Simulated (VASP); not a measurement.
# Ta4N5 (I4/m) in VASP: further runs, part 2 of 2

VASP 6.6.1.

**3. Single point, r2SCAN**

This run uses another cell than the first one, of 11.03 Å³/atom.

File POSCAR:

```
Ta4N5
1.0
   -3.4170176885      3.4170176885      2.1246028179
    3.4170176885     -3.4170176885      2.1246028179
    3.4170176885      3.4170176885     -2.1246028179
Ta N
4 5
Direct
    0.7832746356      0.6055444042      0.3888190398
    0.3944555958      0.7832746356      0.1777302314
    0.6055444042      0.2167253644      0.8222697686
    0.2167253644      0.3944555958      0.6111809602
    0.5000000000      0.5000000000      0.0000000000
    0.9085644763      0.3075759956      0.2161404720
    0.6924240044      0.9085644763      0.6009884807
    0.3075759956      0.0914355237      0.3990115193
    0.0914355237      0.6924240044      0.7838595280
```

File INCAR.step1:

```
PREC = Accurate ; ENCUT = 520
ISMEAR = 0 ; SIGMA = 0.1
LREAL = F ; LASPH = T
NELM = 100 ; NBANDS = 44
GGA = PE ; ALGO = Normal
EDIFF = 1E-4 ; LWAVE = T
LCHARG = F
```

File INCAR.step2:

```
PREC = Accurate ; ENCUT = 520
EDIFF = 1E-6 ; ISMEAR = 0
SIGMA = 0.1 ; LREAL = F
LASPH = T ; NELM = 100
ALGO = Normal ; ISIF = 2
LWAVE = F ; LCHARG = F
METAGGA = R2SCAN ; LMIXTAU = T
NBANDS = 44 ; ISTART = 1
```

File KPOINTS:

```
Automatic mesh
0
Gamma
  10 10 10
```

Potentials or basis: VASP PAW PBE potentials, release 64 (Ta_pv, N).

Command:

```
> cat potpaw_PBE.64/Ta_pv/POTCAR potpaw_PBE.64/N/POTCAR > POTCAR
> cp INCAR.step1 INCAR
> mpirun -np 1 vasp_std > vasp.out
> cp INCAR.step2 INCAR
> mpirun -np 1 vasp_std > vasp.out
```

OUTCAR:

```text
PREC = Accurate
   ENCUT = 520
   EDIFF = 1E-6
   ISMEAR = 0
   LREAL = F
   LASPH = T
   NELM = 100
   ISIF = 2
   METAGGA = R2SCAN
   ISTART = 1

 ion  position               nearest neighbor table
   1  0.783  0.606  0.389-   5 2.07   8 2.13   8 2.13   7 2.16   9 2.19   6 2.21   3 2.92   2 2.92
                             4 2.94   4 2.94   2 3.15   2 3.15   3 3.15   3 3.15   4 3.29
   2  0.394  0.783  0.178-   5 2.07   6 2.13   6 2.13   9 2.16   8 2.19   7 2.21   4 2.92   1 2.92
                             3 2.94   3 2.94   1 3.15   1 3.15   4 3.15   4 3.15   3 3.29
   3  0.606  0.217  0.822-   5 2.07   9 2.13   9 2.13   6 2.16   7 2.19   8 2.21   1 2.92   4 2.92
                             2 2.94   2 2.94   4 3.15   4 3.15   1 3.15   1 3.15   2 3.29
   4  0.217  0.394  0.611-   5 2.07   7 2.13   7 2.13   8 2.16   6 2.19   9 2.21   2 2.92   3 2.92
                             1 2.94   1 2.94   3 3.15   3 3.15   2 3.15   2 3.15   1 3.29
   5  0.500  0.500  0.000-   1 2.07   4 2.07   3 2.07   2 2.07
   6  0.909  0.308  0.216-   2 2.13   2 2.13   3 2.16   4 2.19   1 2.21
   7  0.692  0.909  0.601-   4 2.13   4 2.13   1 2.16   3 2.19   2 2.21
   8  0.308  0.091  0.399-   1 2.13   1 2.13   4 2.16   2 2.19   3 2.21
   9  0.091  0.692  0.784-   3 2.13   3 2.13   2 2.16   1 2.19   4 2.21

  LATTYP: Found a body centered tetragonal cell.
 ALAT       =     6.8340353770
[... 1329 lines left out ...]
     44      11.6504      0.00000

 [... further k-points ...]

------------------------ aborting loop because EDIFF is reached ----------------------------------------

  FORCE on cell =-STRESS in cart. coord.  units (eV):
  Direction    XX          YY          ZZ          XY          YZ          ZX
  --------------------------------------------------------------------------------------
  -------------------------------------------------------------------------------------
  Total        3.4682435      3.4682435      3.4591891     -0.0000033     -0.0000000      0.0000000
  in kB       55.9999919     55.9999919     55.8537949     -0.0000534     -0.0000000      0.0000000
  external PRESSURE =      55.9512595 kB  Pullay stress =       0.0000000 kB

 VOLUME and BASIS-vectors are now :
 -----------------------------------------------------------------------------
  energy-cutoff  :      520.00
  volume of cell :       99.23
      direct lattice vectors                 reciprocal lattice vectors
    -3.417017689  3.417017689  2.124602818     0.000000000  0.146326430  0.235338105
     3.417017689 -3.417017689  2.124602818     0.146326430  0.000000000  0.235338105
     3.417017689  3.417017689 -2.124602818     0.146326430  0.146326430  0.000000000

 POSITION                                       TOTAL-FORCE (eV/Angst)
 -----------------------------------------------------------------------------------
      0.72129      1.93591      2.12460         0.014207     -0.019570     -0.000000
      1.93591     -0.72129      2.12460        -0.019570     -0.014207     -0.000000
      1.48111      4.13831      0.00000         0.019570      0.014207      0.000000
      2.69572      1.48111     -0.00000        -0.014207      0.019570     -0.000000
      0.00000      0.00000      2.12460        -0.000000      0.000000     -0.000000
     -1.31503      2.79214      2.12460        -0.027456      0.024878     -0.000000
      2.79214      1.31503      2.12460         0.024878      0.027456      0.000000
      0.62487      2.10199      0.00000        -0.024878     -0.027456      0.000000
      4.73205      0.62487      0.00000         0.027456     -0.024878      0.000000
 -----------------------------------------------------------------------------------
    total drift:                                0.000000      0.000000     -0.000000

  FREE ENERGIE OF THE ION-ELECTRON SYSTEM (eV)
  ---------------------------------------------------
  free  energy   TOTEN  =      -251.4193936480 eV

  energy  without entropy=     -251.4111900558  energy(sigma->0) =     -251.41529185
```

OUTCAR.step1:

```text
PREC = Accurate
   ENCUT = 520
   ISMEAR = 0
   LREAL = F
[... 1381 lines left out ...]
     -1.31503      2.79214      2.12460        -0.178845      0.030531     -0.000000
      2.79214      1.31503      2.12460         0.030531      0.178845      0.000000
      0.62487      2.10199      0.00000        -0.030531     -0.178845     -0.000000
      4.73205      0.62487      0.00000         0.178845     -0.030531      0.000000
 -----------------------------------------------------------------------------------
    total drift:                                0.000000      0.000000     -0.000000

  FREE ENERGIE OF THE ION-ELECTRON SYSTEM (eV)
  ---------------------------------------------------
  free  energy   TOTEN  =       -98.7138688144 eV

  energy  without entropy=      -98.7056160157  energy(sigma->0) =      -98.70974242
```

OSZICAR.step1:

```text
N       E                     dE             d eps       ncg     rms          rms(c)
DAV:   1     0.672744601569E+03    0.67274E+03   -0.37940E+04 12912   0.163E+03
DAV:   2    -0.649957089812E+02   -0.73774E+03   -0.71667E+03 14780   0.482E+02
DAV:   3    -0.113238629548E+03   -0.48243E+02   -0.47643E+02 15456   0.117E+02
DAV:   4    -0.114269795253E+03   -0.10312E+01   -0.10250E+01 15808   0.175E+01
DAV:   5    -0.114289506295E+03   -0.19711E-01   -0.19679E-01 15480   0.219E+00    0.536E+01
DAV:   6    -0.991335476274E+02    0.15156E+02   -0.84754E+01 15396   0.427E+01    0.228E+01
DAV:   7    -0.988203593132E+02    0.31319E+00   -0.40542E+00 15508   0.949E+00    0.136E+01
DAV:   8    -0.987287228023E+02    0.91637E-01   -0.42538E-01 14468   0.377E+00    0.116E+00
DAV:   9    -0.987134896293E+02    0.15233E-01   -0.68852E-02 16080   0.116E+00    0.347E-01
DAV:  10    -0.987137714163E+02   -0.28179E-03   -0.46413E-03 15748   0.416E-01    0.819E-02
DAV:  11    -0.987138688144E+02   -0.97398E-04   -0.54328E-04 13944   0.129E-01
   1 F= -.98713869E+02 E0= -.98709742E+02  d E =-.825280E-02
```

Wall time 74 min (1 thread of Oxide Virtual Turin-like, shared host); peak memory 0.55 GiB.

What came out:

```yaml
Free_energy: -251.4194 eV
Pressure: 5.6 GPa
Largest_force: 0.037 eV/Å
Band_gap_on_the_k_mesh: zero (an odd number of electrons rules out a gap without spin polarisation)
```

Forces in eV/Å, atoms in the order of the input:
```
Ta   0.014 -0.020  0.000
Ta  -0.020 -0.014  0.000
Ta   0.020  0.014  0.000
Ta  -0.014  0.020  0.000
N    0.000  0.000  0.000
N   -0.027  0.025  0.000
N    0.025  0.027  0.000
N   -0.025 -0.027  0.000
N    0.027 -0.025  0.000
```

Levels at points of the mesh, in eV from the Fermi level:
```
           k point  band 32  band 33  band 34  band 35  band 36  band 37  band 38  band 39
(0.00, 0.00, 0.00)    -2.90    -1.49    -1.49    -1.11     0.59     1.06     1.18     1.18
(0.50, 0.00, 0.00)    -3.34    -1.31     0.54     1.11     1.55     1.88     2.02     2.07
(0.50, 0.50, 0.00)    -3.44    -3.11    -1.79    -0.68     0.50     0.72     1.65     1.72
(0.50, 0.50, 0.50)    -3.90    -3.49    -2.15    -1.86    -0.49    -0.49     2.62     2.79
```

Caveat: the cell stands under pressure; the PAW data sets were made with another functional, which shifts forces and pressure a little; spin-orbit coupling is left out, which moves the levels of the heavy elements.

**4. Single point, r2SCAN**

This run uses another cell than the first one, of 11.16 Å³/atom.

File POSCAR:

```
Ta4N5
1.0
   -3.4327044557      3.4327044557      2.1318811529
    3.4327044557     -3.4327044557      2.1318811529
    3.4327044557      3.4327044557     -2.1318811529
Ta N
4 5
Direct
    0.7829399314      0.6056050453      0.3885449767
    0.3943949547      0.7829399314      0.1773348861
    0.6056050453      0.2170600686      0.8226651139
    0.2170600686      0.3943949547      0.6114550233
    0.5000000000      0.5000000000      0.0000000000
    0.9082991208      0.3085216554      0.2168207762
    0.6914783446      0.9082991208      0.5997774654
    0.3085216554      0.0917008792      0.4002225346
    0.0917008792      0.6914783446      0.7831792238
```

File INCAR.step1:

```
SYSTEM = Ta4N5
PREC = Accurate
ENCUT = 520
ISMEAR = 0
SIGMA = 0.1
LREAL = .FALSE.
LASPH = .TRUE.
NELM = 60
NBANDS = 44
GGA = PE
ALGO = Normal
EDIFF = 1E-4
LWAVE = .TRUE.
LCHARG = .FALSE.
```

File INCAR.step2:

```
SYSTEM = Ta4N5
PREC = Accurate
ENCUT = 520
EDIFF = 1E-6
ISMEAR = 0
SIGMA = 0.1
LREAL = .FALSE.
LASPH = .TRUE.
NELM = 60
ALGO = Normal
ISIF = 2
LWAVE = .FALSE.
LCHARG = .FALSE.
METAGGA = R2SCAN
LMIXTAU = .TRUE.
NBANDS = 44
ISTART = 1
```

File KPOINTS:

```
Automatic mesh
0
G
  10 10 10
  0 0 0
```

Command:

```
> cat potpaw_PBE.64/Ta_pv/POTCAR potpaw_PBE.64/N/POTCAR > POTCAR
> cp INCAR.step1 INCAR
> mpirun -np 1 vasp_std > vasp.out
> cp INCAR.step2 INCAR
> mpirun -np 1 vasp_std > vasp.out
```

It took 74 min on 1 thread of Oxide Virtual Turin-like, shared host; peak memory 0.56 GiB.

The run converged. Its results:

```yaml
Free_energy: -251.4480 eV
Pressure: 1.5 GPa
Largest_force: 0.035 eV/Å
Band_gap_on_the_k_mesh: zero (an odd number of electrons rules out a gap without spin polarisation)
```

Forces in eV/Å, atoms in the order of the input:
```
Ta   0.009 -0.020  0.000
Ta  -0.020 -0.009  0.000
Ta   0.020  0.009  0.000
Ta  -0.009  0.020  0.000
N    0.000  0.000  0.000
N   -0.027  0.023  0.000
N    0.023  0.027  0.000
N   -0.023 -0.027  0.000
N    0.027 -0.023  0.000
```

Levels at points of the mesh, in eV from the Fermi level:
| k point | band 33 | band 34 | band 35 | band 36 | band 37 | band 38 |
| --- | --- | --- | --- | --- | --- | --- |
| (0.00, 0.00, 0.00) | -1.47 | -1.47 | -1.09 | 0.58 | 1.10 | 1.16 |
| (0.50, 0.00, 0.00) | -1.30 | 0.52 | 1.09 | 1.52 | 1.86 | 1.97 |
| (0.50, 0.50, 0.00) | -3.03 | -1.75 | -0.69 | 0.50 | 0.72 | 1.62 |
| (0.50, 0.50, 0.50) | -3.42 | -2.10 | -1.83 | -0.47 | -0.47 | 2.55 |

Caveat: the PAW data sets were made with another functional, which shifts forces and pressure a little; spin-orbit coupling is left out, which moves the levels of the heavy elements.

**5. Overview**

| cell | k mesh | gap on the mesh (eV) | pressure (GPa) | largest force (eV/Å) |
| --- | --- | --- | --- | --- |
| a = 5.309 Å, angles 99.3, 99.3, 132.5°, 9 atoms, atomic positions A | 6 × 6 × 6 | none | 0.1 | 0.05 |
| a = 5.279 Å, angles 99.3, 99.3, 132.5°, 9 atoms, atomic positions B | 10 × 10 × 10 | none | 5.6 | 0.04 |
| a = 5.302 Å, angles 99.3, 99.3, 132.6°, 9 atoms, atomic positions A | 10 × 10 × 10 | none | 1.5 | 0.04 |

Alike in all rows: task single point; level r2SCAN; potentials or basis VASP PAW PBE potentials, release 64 (Ta_pv, N); no spin polarisation; cutoff (eV) 520; smearing gaussian 0.1 eV.

Caveats: the PAW data sets were made with another functional, which shifts forces and pressure a little; spin-orbit coupling is left out, which moves the levels of the heavy elements; the cell stands under pressure (at least some runs).

Absolute energies hang on the potentials; compare differences alone.
